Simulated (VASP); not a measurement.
Crystal: W.

```xyz
1
Lattice="-1.5973 -1.5973 -1.5973 1.5973 1.5973 -1.5973 1.5973 -1.5973 1.5973" Properties=species:S:1:pos:R:3 pbc="T T T"
W     0.0000    0.0000    0.0000
```

| Quantity | Value |
| --- | --- |
| Program | VASP 6.6.1 |
| Task | relaxation of cell and atoms |
| Functional | r2SCAN |
| Potentials or basis | VASP PAW PBE potentials, release 64 (W_sv) |
| Cutoff | 600 eV |
| k mesh | 18 × 18 × 18 |
| Occupations | gaussian, width 0.1 eV |
| Spin | no spin polarisation |

At the start: pressure -6.3 GPa; volume 16.30 Å³/atom.

**Question.** Where does the relaxation end?

**Answer.** Over 4 steps the energy falls by 6.7 meV/atom and the volume is 15.97 Å³/atom (-2.0 %); space group Im-3m (No. 229, to 0.1 Å) before and after.

Step by step:
```csv
step,energy change (eV),largest force (eV/Å),pressure (GPa),volume (Å³)
1,0.0000,0.0000,-6.30,16.30
2,0.0842,0.0000,27.57,14.84
3,-0.0067,0.0000,-0.21,15.98
4,-0.0067,0.0000,-0.02,15.97
```

Final structure:
```
CELL_PARAMETERS angstrom
-1.58632 -1.58632 -1.58632
1.58632 1.58632 -1.58632
1.58632 -1.58632 1.58632
ATOMIC_POSITIONS crystal
W 0.00000 0.00000 0.00000
```

Caveat: the PAW data sets were made with another functional, which shifts forces and pressure a little.
